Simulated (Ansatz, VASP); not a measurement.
## Two plane-wave programs on HfO2

```xyz
6
Lattice="3.5768 0.0000 0.0000 0.0000 3.5768 0.0000 0.0000 0.0000 5.2027" Properties=species:S:1:pos:R:3 pbc="T T T"
Hf    1.7884    1.7884    2.6013
Hf    0.0000    0.0000    0.0000
O     0.0000    1.5634    3.8469
O     1.7884    0.0000    4.1821
O     1.7884    0.0000    1.5808
O     0.0000    1.7884    1.0206
```

Alike in both runs: task single point; functional r2SCAN; k mesh 6 × 6 × 6; occupations gaussian, width 0.05 eV; no spin polarisation.

```csv
,VASP,Ansatz
version,VASP 6.6.1,Ansatz 0.2.0
potentials or method,"VASP PAW PBE potentials, release 64 (Hf_pv, O), cutoff 520 eV","scalar-relativistic, plane waves, PAW"
valence electrons in the cell,44,76
```

```tsv
	VASP	Ansatz	Ansatz less VASP
gap on the k mesh at the Fermi level (eV)	4.50	4.51	+0.018
least direct gap on the mesh (eV)	4.78	4.80	+0.015
pressure (GPa)	-2.9	0.7	+3.56
traceless stress, the component that is largest in VASP (GPa)	4.69	5.11	+0.421
rms of the force components (eV/Å)	1.273	1.286	+0.0134
```

VASP's potentials were made for PBE, not for r2SCAN. Atom by atom the forces differ by 0.035 eV/Å (rms over components). With one functional, cell and mesh, what is left measures potentials, basis and numerics. VASP's potentials hold 44 valence electrons a cell and Ansatz's 76, so a difference there can come from the potentials and not from the codes.

Spin-orbit coupling is off throughout.
